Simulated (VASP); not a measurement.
Input of a VASP 6.6.1 run:

Contents of INCAR:

```
ALGO     = Normal         # electronic algorithm
EDIFF    = 1E-7           # SCF threshold, eV
ENCUT    = 520            # plane-wave cutoff, eV
GGA      = PE             # functional
ISIF     = 2              # what is computed and relaxed
ISMEAR   = 0              # smearing method
LASPH    = T              # aspherical terms in the spheres
LCHARG   = F              # write CHGCAR
LREAL    = F              # projectors in reciprocal space
LWAVE    = F              # write WAVECAR
NBANDS   = 44             # bands
NELM     = 80             # most SCF steps
PREC     = Accurate       # precision mode
SIGMA    = 0.05           # smearing width, eV
```

KPOINTS

```
k-points
0
Gamma
  4 4 4
```

File POSCAR:

```
CO2
1.0
    5.8311571288      0.0000000000      0.0000000000
    0.0000000000      5.8311571288      0.0000000000
    0.0000000000      0.0000000000      6.1192162910
C O
4 8
Direct
    0.0000000000      0.0000000000      0.0000000000
    0.5000000000      0.0000000000      0.5000000000
    0.5000000000      0.5000000000      0.0000000000
    0.0000000000      0.5000000000      0.5000000000
    0.1114834447      0.1114834447      0.1114834447
    0.3885165553      0.8885165553      0.6114834447
    0.6114834447      0.3885165553      0.8885165553
    0.8885165553      0.6114834447      0.3885165553
    0.8885165553      0.8885165553      0.8885165553
    0.6114834447      0.1114834447      0.3885165553
    0.3885165553      0.6114834447      0.1114834447
    0.1114834447      0.3885165553      0.6114834447
```

Potentials or basis: VASP PAW PBE potentials, release 64 (C, O).

Run with:

```console
$ cat potpaw_PBE.64/C/POTCAR potpaw_PBE.64/O/POTCAR > POTCAR
$ mpirun -np 1 vasp_std > vasp.out
```

**Question.** What does it give for the largest force?

**Answer.** 3.514 eV/Å.

**Question.** Estimate the band gap on the k mesh.

**Answer.** 6.80 eV.

**Question.** Predict the pressure.

**Answer.** 8.2 GPa.

Stress tensor (GPa, compression positive):
```
7.95 0.00 0.00
0.00 7.96 0.00
0.00 0.00 8.55
```

Caveat: the cell stands under pressure; this functional lacks dispersion, which holds the molecules together, so the pressure and a relaxed volume are unreliable; forces of over 1 eV/Å act on the atoms, so gaps and moduli don't describe the material at rest. A k mesh can miss the band edges.
